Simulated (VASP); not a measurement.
Set up this calculation in VASP 6.6.1, as the native input.

```
Task                   : relaxation of cell and atoms
Functional             : PBE
Potentials or basis    : VASP PAW PBE potentials, release 64 (Cs_sv, Re)
Cutoff                 : 600 eV
k mesh                 : 4 × 4 × 4
Occupations            : gaussian, width 0.1 eV
Spin                   : no spin polarisation
Dipole correction      : no
Further INCAR settings : ALGO = Normal; EDIFF = 1e-07; IBRION = 2; EDIFFG = -0.04; NSW = 90; ISIF = 3
```

The structure of CsRe lies in POSCAR:

```
CsRe
1.0
    4.6250201470      0.0000000000      0.0000000000
    0.0000000000      4.6250201470      0.0000000000
    0.0000000000      0.0000000000      6.8883442825
Cs Re
2 2
Direct
    0.5000000000      0.0000000000      0.3884542191
    0.0000000000      0.5000000000      0.6115457809
    0.5000000000      0.0000000000      0.0000000000
    0.0000000000      0.5000000000      0.0000000000
```

The cell was generated, and may not be a known phase.

These files were run (other wordings do the same):

INCAR

```
SYSTEM = CsRe
PREC     = Accurate       ! precision mode
ENCUT    = 600            ! plane-wave cutoff, eV
EDIFF    = 1E-7           ! SCF threshold, eV
ISMEAR   = 0              ! smearing method
SIGMA    = 0.1            ! smearing width, eV
LREAL    = .False.        ! projectors in reciprocal space
LASPH    = .True.         ! aspherical terms in the spheres
NELM     = 100            ! most SCF steps
ALGO     = Normal         ! electronic algorithm
ISIF     = 3              ! what is computed and relaxed
LWAVE    = .False.        ! write WAVECAR
LCHARG   = .False.        ! write CHGCAR
GGA      = PE             ! functional
IBRION   = 2              ! ionic algorithm
NSW      = 90             ! ionic steps
EDIFFG   = -0.04          ! ionic threshold
```

KPOINTS

```
regular mesh
0
Gamma
  4 4 4
  0 0 0
```

Potentials or basis: VASP PAW PBE potentials, release 64 (Cs_sv, Re).

Run with:

```console
$ cat potpaw_PBE.64/Cs_sv/POTCAR potpaw_PBE.64/Re/POTCAR > POTCAR
$ mpirun -np 1 vasp_std > vasp.out
```

Results of the run:

```yaml
Relaxed_volume: 35.17 Å³/atom
Relaxed_cell: a = 3.504 Å, b = 3.504 Å, c = 11.462 Å, α = 90.00°, β = 90.00°, γ = 90.00°
Space_group_after_relaxing_to_0.1_Å: P4/nmm (No. 129)
Energy_gained_by_relaxing: 1828.2 meV/atom
Ionic_steps: 40
Pressure_after_relaxing: 0.1 GPa
Largest_force_after_relaxing: 0.028 eV/Å
Band_gap_on_the_k_mesh: zero (bands 16 and 17 overlap by 0.61 eV)
```

Caveat: a cell axis changed by over 15 % at a fixed basis, so the end point is rough; spin-orbit coupling is left out, which moves the levels of the heavy elements.

Run time: 20 min on 1 thread of AMD EPYC 9R45 96-Core Processor (Zen 5), on a shared host, peak memory 0.31 GiB.
